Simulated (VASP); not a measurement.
A run of VASP 6.6.1 is set up as follows.

The input INCAR:

```
ALGO = Normal
EDIFF = 1E-7
ENCUT = 520
GGA = PE
ISIF = 2
ISMEAR = 0
LASPH = True
LCHARG = False
LREAL = False
LWAVE = False
NBANDS = 58
NELM = 60
PREC = Accurate
SIGMA = 0.2
```

File KPOINTS:

```
k-points
0
Gamma
  6 4 4
```

POSCAR

```
AgO2
1.0
    4.2168653263      0.0021422170     -0.0055683260
    0.0030931118      5.2456109734      0.0005066044
   -0.0097034257      0.0007594490      7.1531570888
Ag O
4 8
Direct
   -0.0000059713     -0.0000027363      0.0000059630
    0.0000009288      0.0000010505      0.4999949377
    0.4999926408      0.5000398880      0.2499943357
    0.5000034531      0.4999629489      0.7499985270
    0.8674906353      0.5791668670     -0.0001239259
    0.8674948430      0.5791789524      0.4999058386
    0.1325041108      0.4208265270      0.0001122200
    0.1325170789      0.4208373911      0.5000951069
    0.3675515254      0.9210223876      0.2499216515
    0.3675649058      0.9209473203      0.7499054425
    0.6324308145      0.0790505731      0.2500972254
    0.6324550350      0.0789688303      0.7500926778
```

Potentials or basis: VASP PAW PBE potentials, release 64 (Ag, O).

Command:

```sh
$ cat potpaw_PBE.64/Ag/POTCAR potpaw_PBE.64/O/POTCAR > POTCAR
$ mpirun -np 1 vasp_std > vasp.out
```

Q: Predict the largest force.

A: 0.283 eV/Å.

Q: Estimate the band gap on the k mesh.

A: Zero (bands 46 and 47 overlap by 1.25 eV).

Q: Predict the pressure.

A: 0.2 GPa.

Stress tensor (GPa, compression positive):
```
 0.67 -0.03  0.03
-0.03  0.39  0.00
 0.03  0.00 -0.38
```
